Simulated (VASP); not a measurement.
# Ca (Fm-3m) in VASP: a series of runs

The runs below take Ca through single point, with r2SCAN.

All numbers are computed with VASP 6.6.1; they aren't measurements. Logs are shortened: lines on timing, memory, paths and dates and some standing lists are left out, and cuts for length are marked.

## Step 1: The cell of the first run

Symmetry: Fm-3m, No. 225, cubic system. The conventional cell has a = 5.567 Å, b = 5.567 Å, c = 5.567 Å, α = 90.00°, β = 90.00°, γ = 90.00°. Within 5.2 Å of Ca (site symmetry m-3m) lie 12 Ca at 3.94 Å.

## Step 2: Single point, r2SCAN

POSCAR reads:

```
Ca
1.0
    0.0000000000      2.7835023068      2.7835023068
    2.7835023068      0.0000000000      2.7835023068
    2.7835023068      2.7835023068      0.0000000000
Ca
1
Direct
    0.0000000000      0.0000000000      0.0000000000
```

INCAR.step1 reads:

```
SYSTEM = Ca
PREC = Accurate
ENCUT = 520
ISMEAR = 1
SIGMA = 0.2
LREAL = .FALSE.
LASPH = .TRUE.
NELM = 100
NBANDS = 11
GGA = PE
ALGO = Normal
EDIFF = 1E-4
LWAVE = .TRUE.
LCHARG = .FALSE.
```

INCAR.step2 reads:

```
SYSTEM = Ca
PREC = Accurate
ENCUT = 520
EDIFF = 1E-6
ISMEAR = 1
SIGMA = 0.2
LREAL = .FALSE.
LASPH = .TRUE.
NELM = 100
ALGO = Normal
ISIF = 2
LWAVE = .FALSE.
LCHARG = .FALSE.
METAGGA = R2SCAN
LMIXTAU = .TRUE.
NBANDS = 11
ISTART = 1
```

KPOINTS reads:

```
regular mesh
0
G
  10 10 10
  0 0 0
```

Potentials or basis: VASP PAW PBE potentials, release 64 (Ca_sv).

Started as:

```bash
> cat potpaw_PBE.64/Ca_sv/POTCAR > POTCAR
> cp INCAR.step1 INCAR
> mpirun -np 1 vasp_std > vasp.out
> cp INCAR.step2 INCAR
> mpirun -np 1 vasp_std > vasp.out
```

OUTCAR:

```text
SYSTEM = Ca
   PREC = Accurate
   ENCUT = 520
   EDIFF = 1E-6
   ISMEAR = 1
   LREAL = .FALSE.
   LASPH = .TRUE.
   NELM = 100
   ISIF = 2
   METAGGA = R2SCAN
   ISTART = 1

 ion  position               nearest neighbor table
   1  0.000  0.000  0.000-

  LATTYP: Found a face centered cubic cell.
 ALAT       =     5.5670046136

  Lattice vectors:

 A1 = (   0.0000000000,   2.7835023068,   2.7835023068)
 A2 = (   2.7835023068,   0.0000000000,   2.7835023068)
 A3 = (   2.7835023068,   2.7835023068,   0.0000000000)

Analysis of symmetry for initial positions (statically):
=====================================================================
 Subroutine PRICEL returns:
 Original cell was already a primitive cell.

 Routine SETGRP: Setting up the symmetry group for a
 face centered cubic supercell.

 Subroutine GETGRP returns: Found 48 space group operations
 (whereof 48 operations were pure point group operations)
 out of a pool of 48 trial point group operations.

The static configuration has the point symmetry O_h .

Analysis of symmetry for dynamics (positions and initial velocities):
=====================================================================
 Subroutine PRICEL returns:
 Original cell was already a primitive cell.

 Routine SETGRP: Setting up the symmetry group for a
 face centered cubic supercell.

 Subroutine GETGRP returns: Found 48 space group operations
 (whereof 48 operations were pure point group operations)
 out of a pool of 48 trial point group operations.

The dynamic configuration has the point symmetry O_h .

 Subroutine INISYM returns: Found 48 space group operations
 (whereof 48 operations are pure point group operations),
 and found     1 'primitive' translations

----------------------------------------------------------------------------------------

                                     Primitive cell

  volume of cell :      43.1325

  direct lattice vectors                    reciprocal lattice vectors
     0.000000000  2.783502307  2.783502307    -0.179629813  0.179629813  0.179629813
     2.783502307  0.000000000  2.783502307     0.179629813 -0.179629813  0.179629813
     2.783502307  2.783502307  0.000000000     0.179629813  0.179629813 -0.179629813

  length of vectors
     3.936466713  3.936466713  3.936466713     0.311127963  0.311127963  0.311127963

  position of ions in fractional coordinates (direct lattice)
     0.000000000  0.000000000  0.000000000

  ion indices of the primitive-cell ions
   primitive index   ion index
                 1           1

----------------------------------------------------------------------------------------

 KPOINTS: regular mesh

Automatic generation of k-mesh.
 Grid dimensions read from file:
 generate k-points for:   10   10   10

 Generating k-lattice:

  Cartesian coordinates                     Fractional coordinates (reciprocal lattice)
    -0.017962981  0.017962981  0.017962981     0.100000000  0.000000000  0.000000000
     0.017962981 -0.017962981  0.017962981     0.000000000  0.100000000  0.000000000
     0.017962981  0.017962981 -0.017962981     0.000000000  0.000000000  0.100000000

  Length of vectors
     0.031112796  0.031112796  0.031112796

  Shift w.r.t. Gamma in fractional coordinates (k-lattice)
     0.000000000  0.000000000  0.000000000

 Subroutine IBZKPT returns following result:
 ===========================================

 Found     47 irreducible k-points:

 Following reciprocal coordinates:
            Coordinates               Weight
  0.000000  0.000000  0.000000      1.000000
  0.100000  0.000000  0.000000      8.000000
  0.200000  0.000000  0.000000      8.000000
  0.300000  0.000000  0.000000      8.000000
  0.400000  0.000000  0.000000      8.000000
  0.500000  0.000000  0.000000      4.000000
[... 16 lines left out ...]
  0.300000  0.300000  0.000000      6.000000
  0.400000  0.300000  0.000000     24.000000
 [... further k-points ...]
   k-points           NKPTS =     47   k-points in BZ     NKDIM =     47   number of bands    NBANDS=     11
   number of dos      NEDOS =    301   number of ions     NIONS =      1
   total plane-waves  NPLWV =  27000
   dimension x,y,z NGX =    30 NGY =   30 NGZ =   30
   dimension x,y,z NGXF=    60 NGYF=   60 NGZF=   60
   ions per type =               1
   NGX,Y,Z   is equivalent  to a cutoff of  12.67, 12.67, 12.67 a.u.
   NGXF,Y,Z  is equivalent  to a cutoff of  25.34, 25.34, 25.34 a.u.
 SYSTEM =  Ca
   PREC   = accura    normal or accurate (medium, high low for compatibility)
   ISTART =      1    job   : 0-new  1-cont  2-samecut
   ICHARG =      0    charge: 1-file 2-atom 10-const
   ISPIN  =      1    spin polarized calculation?
   LNONCOLLINEAR =      F non collinear calculations
   LSORBIT =      F    spin-orbit coupling
   LASPH  =      T    aspherical Exc in radial PAW
   ENCUT  =  520.0 eV  38.22 Ry    6.18 a.u.   7.32  7.32  7.32*2*pi/ulx,y,z
   NELM   =    100;   NELMIN=  2; NELMDL=  0     # of ELM steps
   EDIFF  = 0.1E-05   stopping-criterion for ELM
   LREAL  =      F    real-space projection
   EDIFFG = 0.1E-04   stopping-criterion for IOM
   NSW    =      0    number of steps for IOM
   IBRION =     -1    ionic relax: 0-MD 1-quasi-New 2-CG
   NFREE  =      0    steps in history (QN), initial steepest desc. (CG)
   ISIF   =      2    stress and relaxation
   ISYM   =      2    0-nonsym 1-usesym 2-fastsym
   POTIM  = 0.5000    time-step for ionic-motion
   TEBEG  =    0.0;   TEEND  =   0.0 temperature during run
   PSTRESS=    0.0 pullay stress
   NELECT =      10.0000    total number of electrons
   NUPDOWN=      -1.0000    fix difference up-down
   EMIN   =  10.00;   EMAX   =-10.00  energy-range for DOS
   EFERMI =   0.00;   METHOD = LEGACY
   ISMEAR =     1;   SIGMA  =   0.20  broadening in eV -4-tet -1-fermi 0-gaus
   EFERMI_NEDOS =   21; number of points for ismear=-14 and -15
   IALGO  =     38    algorithm
   IMIX   =      4    mixing-type and parameters
     AMIX     =   0.40;   BMIX     =  1.00
     AMIX_MAG =   1.60;   BMIX_MAG =  1.00
  volume/ion in A,a.u.               =      43.13       291.07
  Fermi-wavevector in a.u.,A,eV,Ry     =   1.005711  1.900518 13.761678  1.011455
  Thomas-Fermi vector in A             =   2.138408
   LORBIT       =      0    0 simple, 1 ext, 2 COOP (PROOUT), +10 PAW based schemes
   METAGGA = R2SCAN    functional components
   LHFCALC =     F    Hartree Fock is set to
   AEXX    =    0.0000 exact exchange contribution
   IVDW    =     0    specifies the selected vdW correction
   LEPSILON=     F    determine dielectric tensor
   LRPA    =     F    only Hartree local field effects (RPA)
 non-spin polarized calculation
 Methfessel and Paxton  Order N= 1 SIGMA  =   0.20
  energy-cutoff  :      520.00
  volume of cell :       43.13
 maximum number of plane-waves:      1211
 NGX is ok and might be reduce to    30
   NGX = 15   NGY = 15   NGZ = 15

 number of electron       9.9999998 magnetization

 Free energy of the ion-electron system (eV)
  ---------------------------------------------------
  ext. energy  EPLUGINS =         0.00000000
  ---------------------------------------------------
  free energy    TOTEN  =        -7.03449979 eV

  energy without entropy =       -7.03533763  energy(sigma->0) =       -7.03477907

 E-fermi :   1.9323     XC(G=0):  -8.1480

 val. band max:        1.8966779383   @ k =  -0.4000   0.3000   0.0000
 cond. band min:       1.9390010470   @ k =  -0.3000   0.4000   0.1000
 fundamental gap:      0.0423231087
 Fermi energy:         1.9323425966

 k-point     1 :       0.0000    0.0000    0.0000
  band No.  band energies     occupation
      1     -41.9238      2.00000
      2     -21.9543      2.00000
      3     -21.9543      2.00000
      4     -21.9542      2.00000
      5      -2.3369      2.00000
      6       4.5865     -0.00000
      7       4.5865     -0.00000
      8       4.5865     -0.00000
      9       5.6851     -0.00000
     10       5.6851     -0.00000
     11      11.4196      0.00000

 k-point     2 :       0.1000    0.0000    0.0000
  band No.  band energies     occupation
      1     -41.9226      2.00000
      2     -21.9673      2.00000
      3     -21.9560      2.00000
      4     -21.9560      2.00000
      5      -2.1594      2.00000
      6       4.3825     -0.00000
      7       4.6501     -0.00000
      8       4.6501     -0.00000
      9       5.6288     -0.00000
     10       5.6288     -0.00000
     11      11.5867      0.00000

 k-point     3 :       0.2000    0.0000    0.0000
  band No.  band energies     occupation
      1     -41.9193      2.00000
      2     -22.0015      2.00000
      3     -21.9606      2.00000
      4     -21.9606      2.00000
      5      -1.6433      2.00000
      6       3.8675     -0.00000
      7       4.7362     -0.00000
      8       4.7362     -0.00000
      9       5.6028     -0.00000
     10       5.6028     -0.00000
     11      10.4979      0.00000

 k-point     4 :       0.3000    0.0000    0.0000
  band No.  band energies     occupation
      1     -41.9153      2.00000
      2     -22.0433      2.00000
      3     -21.9663      2.00000
      4     -21.9663      2.00000
      5      -0.8394      2.00000
      6       3.1782     -0.00000
      7       4.6510     -0.00000
      8       4.6510     -0.00000
      9       5.8507     -0.00000
     10       5.8507     -0.00000
     11       9.0011      0.00000
[... 239 lines left out ...]
 k-point    22 :      -0.2000    0.2000    0.0000
  band No.  band energies     occupation
      1     -41.9139      2.00000
      2     -22.0367      2.00000
      3     -21.9917      2.00000
      4     -21.9657      2.00000
      5      -0.5738      2.00000
      6       3.3173     -0.00000
      7       4.1046     -0.00000
      8       5.0301     -0.00000
      9       5.2840     -0.00000
     10       6.3236      0.00000
     11       9.4815      0.00000

 k-point    23 :       0.3000    0.3000    0.0000
  band No.  band energies     occupation
      1     -41.9124      2.00000
      2     -22.0391      2.00000
      3     -21.9864      2.00000
      4     -21.9864      2.00000
      5      -0.3820      2.00000
      6       3.2083     -0.00000
      7       4.0032     -0.00000
      8       5.4383     -0.00000
      9       5.4384     -0.00000
     10       6.1208      0.00000
     11      10.3554      0.00000

 k-point    24 :       0.4000    0.3000    0.0000
  band No.  band energies     occupation
      1     -41.9099      2.00000
      2     -22.0572      2.00000
      3     -21.9962      2.00000
      4     -21.9919      2.00000
      5       0.3085      2.00000
      6       2.9476     -0.00000
      7       3.5856     -0.00000
      8       5.5491     -0.00000
      9       5.8594     -0.00000
     10       6.3324      0.00000
     11       8.9610      0.00000

 [... further k-points ...]
[... 5 lines left out ...]
  --------------------------------------------------------------------------------------
  -------------------------------------------------------------------------------------
  Total        0.0055911      0.0055911      0.0055911      0.0000000     -0.0000000      0.0000000
  in kB        0.2076825      0.2076825      0.2076825      0.0000000     -0.0000000      0.0000000
  external PRESSURE =       0.2076825 kB  Pullay stress =       0.0000000 kB

 VOLUME and BASIS-vectors are now :
 -----------------------------------------------------------------------------
  energy-cutoff  :      520.00
  volume of cell :       43.13
      direct lattice vectors                 reciprocal lattice vectors
     0.000000000  2.783502307  2.783502307    -0.179629813  0.179629813  0.179629813
     2.783502307  0.000000000  2.783502307     0.179629813 -0.179629813  0.179629813
     2.783502307  2.783502307  0.000000000     0.179629813  0.179629813 -0.179629813

 POSITION                                       TOTAL-FORCE (eV/Angst)
 -----------------------------------------------------------------------------------
      0.00000      0.00000      0.00000        -0.000000     -0.000000      0.000000
 -----------------------------------------------------------------------------------
    total drift:                               -0.000000     -0.000000      0.000000

  FREE ENERGIE OF THE ION-ELECTRON SYSTEM (eV)
  ---------------------------------------------------
  free  energy   TOTEN  =        -7.0344997935 eV

  energy  without entropy=       -7.0353376323  energy(sigma->0) =       -7.03477907
```

Run time: 68 s. Hardware: 1 thread of Intel Xeon 8259CL, shared host; peak memory 0.18 GiB.

What came out:

| Quantity | Value |
| --- | --- |
| Free energy | -7.0345 eV |
| Pressure | 0.0 GPa |
| Band gap on the k mesh | zero (bands 5 and 6 overlap by 0.48 eV) |

Levels at points of the mesh, in eV from the Fermi level:
```tsv
k point	band 3	band 4	band 5	band 6	band 7	band 8
(0.00, 0.00, 0.00)	-23.89	-23.89	-4.27	2.65	2.65	2.65
(0.50, 0.00, 0.00)	-23.91	-23.91	-0.96	-0.32	2.51	2.51
(0.50, 0.50, 0.00)	-23.94	-23.94	-0.41	0.75	0.88	4.44
```

Caveat: the PAW data sets were made with another functional, which shifts forces and pressure a little.

## Step 3: Single point, r2SCAN

POSCAR is that of step 2.

Edit INCAR.step1 of step 2 so:

```diff
@@ -4,6 +4,6 @@
 ISMEAR = 1
-SIGMA = 0.2
+SIGMA = 0.3
 LREAL = .FALSE.
 LASPH = .TRUE.
-NELM = 100
+NELM = 60
 NBANDS = 11
```

Edit INCAR.step2 of step 2 so:

```diff
@@ -3,8 +3,8 @@
 ENCUT = 520
-EDIFF = 1E-6
+EDIFF = 1E-7
 ISMEAR = 1
-SIGMA = 0.2
+SIGMA = 0.3
 LREAL = .FALSE.
 LASPH = .TRUE.
-NELM = 100
+NELM = 60
 ALGO = Normal
```

KPOINTS is that of step 2.

Potentials or basis: VASP PAW PBE potentials, release 64 (Ca_sv).

Started as:

```bash
> cat potpaw_PBE.64/Ca_sv/POTCAR > POTCAR
> cp INCAR.step1 INCAR
> mpirun -np 1 vasp_std > vasp.out
> cp INCAR.step2 INCAR
> mpirun -np 1 vasp_std > vasp.out
```

It took 69 s on 1 thread of Intel Xeon 8259CL, shared host; peak memory 0.18 GiB.

Results (log left out):

- Free energy: -7.0346 eV
- Pressure: 0.0 GPa
- Band gap on the k mesh: zero (bands 5 and 6 overlap by 0.48 eV)

Levels at points of the mesh, in eV from the Fermi level:
```
           k point  band 3  band 4  band 5  band 6  band 7  band 8
(0.00, 0.00, 0.00)  -23.88  -23.88   -4.26    2.66    2.66    2.66
(0.50, 0.00, 0.00)  -23.90  -23.90   -0.96   -0.31    2.52    2.52
(0.50, 0.50, 0.00)  -23.93  -23.93   -0.40    0.75    0.89    4.45
```

Caveat: the PAW data sets were made with another functional, which shifts forces and pressure a little.

## Step 4: Single point, r2SCAN

POSCAR is that of step 3.

INCAR.step1 reads:

```
SYSTEM = Ca
  PREC = Accurate
  ENCUT = 520
  ISMEAR = 1
  SIGMA = 0.6
  LREAL = .FALSE.
  LASPH = .TRUE.
  NELM = 80
  NBANDS = 11
  GGA = PE
  ALGO = Normal
  EDIFF = 1E-4
  LWAVE = .TRUE.
  LCHARG = .FALSE.
```

INCAR.step2 reads:

```
SYSTEM = Ca
  PREC = Accurate
  ENCUT = 520
  EDIFF = 1E-6
  ISMEAR = 1
  SIGMA = 0.6
  LREAL = .FALSE.
  LASPH = .TRUE.
  NELM = 80
  ALGO = Normal
  ISIF = 2
  LWAVE = .FALSE.
  LCHARG = .FALSE.
  METAGGA = R2SCAN
  LMIXTAU = .TRUE.
  NBANDS = 11
  ISTART = 1
```

KPOINTS is that of step 3.

Started as:

```bash
> cat potpaw_PBE.64/Ca_sv/POTCAR > POTCAR
> cp INCAR.step1 INCAR
> mpirun -np 1 vasp_std > vasp.out
> cp INCAR.step2 INCAR
> mpirun -np 1 vasp_std > vasp.out
```

Run time: 60 s. Hardware: 1 thread of Intel Xeon 8259CL, shared host; peak memory 0.18 GiB.

Results (log left out):

```yaml
Free_energy: -7.0314 eV
Pressure: 0.0 GPa
Band_gap_on_the_k_mesh: zero (bands 5 and 6 overlap by 0.48 eV)
```

Levels at points of the mesh, in eV from the Fermi level:
```tsv
k point	band 2	band 3	band 4	band 5	band 6	band 7	band 8	band 9
(0.00, 0.00, 0.00)	-23.91	-23.91	-23.91	-4.29	2.64	2.64	2.64	3.74
(0.50, 0.00, 0.00)	-24.04	-23.93	-23.93	-0.98	-0.33	2.50	2.50	4.44
(0.50, 0.50, 0.00)	-24.03	-23.96	-23.96	-0.42	0.73	0.86	4.42	4.63
```

Caveat: so wide a smearing shifts energies and pressures; the PAW data sets were made with another functional, which shifts forces and pressure a little.

## Step 5: The runs side by side

| smearing | gap on the mesh (eV) | pressure (GPa) |
| --- | --- | --- |
| methfessel-paxton 0.2 eV | none | 0.0 |
| methfessel-paxton 0.3 eV | none | 0.0 |
| methfessel-paxton 0.6 eV | none | 0.0 |

Alike in all rows: task single point; level r2SCAN; potentials or basis VASP PAW PBE potentials, release 64 (Ca_sv); no spin polarisation; cell as given; k mesh 10 × 10 × 10; cutoff (eV) 520.

Caveats: the PAW data sets were made with another functional, which shifts forces and pressure a little; so wide a smearing shifts energies and pressures (at least some runs).

Absolute energies hang on the potentials; compare differences alone.

The gap in the log of VASP goes by the Fermi energy; the results here count the filled bands.